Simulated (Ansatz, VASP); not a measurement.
# SiC in VASP and in Ansatz

INCAR

```
ALGO = Normal
EDIFF = 1E-7
ENCUT = 520
GGA = PS
ISIF = 2
ISMEAR = 0
LASPH = T
LCHARG = F
LREAL = F
LWAVE = F
NBANDS = 11
NELM = 80
PREC = Accurate
SIGMA = 0.05
```

The input KPOINTS:

```
k-points
0
Gamma
  10 10 10
```

File POSCAR:

```
SiC
1.0
    0.0000000000      2.1783895848      2.1783895848
    2.1783895848      0.0000000000      2.1783895848
    2.1783895848      2.1783895848      0.0000000000
Si C
1 1
Direct
   -0.0011779326      0.0058896629      0.0011779326
    0.7527543283      0.7362283587      0.7472456717
```

Input for Ansatz:

```yaml
crystal:
  lattice:
    - [0.0, 2.1783895848, 2.1783895848]
    - [2.1783895848, 0.0, 2.1783895848]
    - [2.1783895848, 2.1783895848, 0.0]
  atoms:
    - { symbol: Si, position: [-0.0011779326, 0.0058896629, 0.0011779326] }
    - { symbol: C, position: [0.7527543283, 0.7362283587, 0.7472456717] }
basis:
  ecutwfc: 520.0
kpoints:
  mp_grid: { grid: [10, 10, 10] }
hamiltonian:
  xc: pbesol
scf:
  occupations: { method: gaussian, width: 0.05 }
output:
  forces: true
  stress: true
  eigenvalues: true
```

Change from the starting cell: mode 4 frozen in at -0.036 Å and mode 5 at -0.024 Å (largest displacements).

Alike in both runs: task single point; functional PBEsol; k mesh 10 × 10 × 10; occupations gaussian, width 0.05 eV; no spin polarisation.

```csv
,VASP,Ansatz
version,VASP 6.6.1,Ansatz 0.2.0
potentials or method,"VASP PAW PBE potentials, release 64 (Si, C), cutoff 520 eV","scalar-relativistic, plane waves, PAW"
valence electrons in the cell,8,8
```

```csv
,VASP,Ansatz,Ansatz less VASP
gap on the k mesh at the Fermi level (eV),0.94,0.95,+0.009
least direct gap on the mesh (eV),4.31,4.32,+0.009
pressure (GPa),0.8,0.5,-0.35
"traceless stress, the component that is largest in VASP (GPa)",-3.45,-3.41,+0.046
rms of the force components (eV/Å),0.690,0.688,-0.0021
```

VASP's potentials were made for PBE, not for PBEsol. Atom by atom the forces differ by 0.002 eV/Å (rms over components). The functional is the same, so the differences come from potentials, cutoffs and numerics.
